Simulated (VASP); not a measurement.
Ca: single point with PBE

Crystal: Ca.

```
Ca
1.0
     0.00000    2.32687    2.32687
     2.32687    0.00000    2.32687
     2.32687    2.32687    0.00000
Ca
1
Direct
  0.00000 0.00000 0.00000
```

```yaml
Program: VASP 6.6.1
Task: single point
Functional: PBE
Potentials_or_basis: VASP PAW PBE potentials, release 64 (Ca_sv)
Cutoff: 520 eV
k_mesh: 8 × 8 × 8
Occupations: fermi-dirac, width 0.05 eV
Spin: no spin polarisation
```

- Pressure: 20.0 GPa
- Band gap on the k mesh: 0.21 eV, indirect (least direct gap 0.52 eV)

Levels at points of the mesh, in eV from the valence-band top:
| k point | band 2 | band 3 | band 4 | band 5 | band 6 | band 7 | band 8 | band 9 |
| --- | --- | --- | --- | --- | --- | --- | --- | --- |
| (0.00, 0.00, 0.00) | -21.48 | -21.48 | -21.48 | -4.55 | 3.13 | 3.13 | 3.13 | 5.03 |
| (0.50, 0.00, 0.00) | -22.26 | -21.58 | -21.58 | -1.08 | 1.02 | 2.91 | 2.91 | 6.28 |
| (0.50, 0.50, 0.00) | -22.20 | -21.75 | -21.75 | -1.05 | 0.21 | 2.86 | 6.28 | 6.62 |

Wall time 2.9 s on 1 thread of Intel(R) Xeon(R) 6975P-C (Granite Rapids), with other jobs on the host, peak memory 0.13 GiB.

A k mesh can miss the band edges.
